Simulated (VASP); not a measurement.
Crystal: Se.

```
Se
1.0
     3.10504    0.00000    0.00000
    -1.55252    2.68905    0.00000
     0.00000    0.00000    5.03017
Se
2
Direct
  0.33333 0.66667 0.25000
  0.66667 0.33333 0.75000
```

This isn't the form of Se at room conditions, which is trigonal, of chains.

```yaml
Program: VASP 6.6.1
Task: relaxation of cell and atoms
Functional: PBEsol
Potentials_or_basis: VASP PAW PBE potentials, release 64 (Se)
Cutoff: 600 eV
k_mesh: 14 × 14 × 8
Occupations: fermi-dirac, width 0.1 eV
Spin: no spin polarisation
```

At the start: pressure -5.8 GPa; volume 21.00 Å³/atom.

Task: Where does the relaxation end?

Result: Over 16 steps the energy falls by 341.3 meV/atom and the volume is 21.01 Å³/atom (+0.1 %); space group P6_3/mmc (No. 194, to 0.1 Å) before and after.

Step by step:
```tsv
step	energy change (eV)	largest force (eV/Å)	pressure (GPa)	volume (Å³)
1	0.0000	0.0000	-5.77	42.00
2	-0.1156	0.0000	2.44	37.55
3	-0.1156	0.0000	2.40	37.57
4	-0.2262	0.0000	4.33	37.00
5	-0.3752	0.0000	13.68	35.44
6	-0.4097	0.0000	13.41	35.68
7	-0.4813	0.0000	13.10	36.36
8	-0.4689	0.0000	13.46	37.53
9	-0.4956	0.0000	13.23	37.16
10	-0.5653	0.0000	9.98	38.15
11	-0.6733	0.0000	2.14	41.24
12	-0.6798	0.0000	0.32	42.17
13	-0.6799	0.0000	0.07	42.30
14	-0.6804	0.0000	0.07	42.27
15	-0.6817	0.0000	0.04	42.19
16	-0.6827	0.0000	0.00	42.03
```

Final structure:
```
CELL_PARAMETERS angstrom
3.56471 0.00000 0.00000
-1.78235 3.08713 0.00000
0.00000 0.00000 3.81926
ATOMIC_POSITIONS crystal
Se 0.33333 0.66667 0.25000
Se 0.66667 0.33333 0.75000
```

Caveat: a cell axis changed by over 15 % at a fixed basis, so the end point is rough; the PAW data sets were made with another functional, which shifts forces and pressure a little.
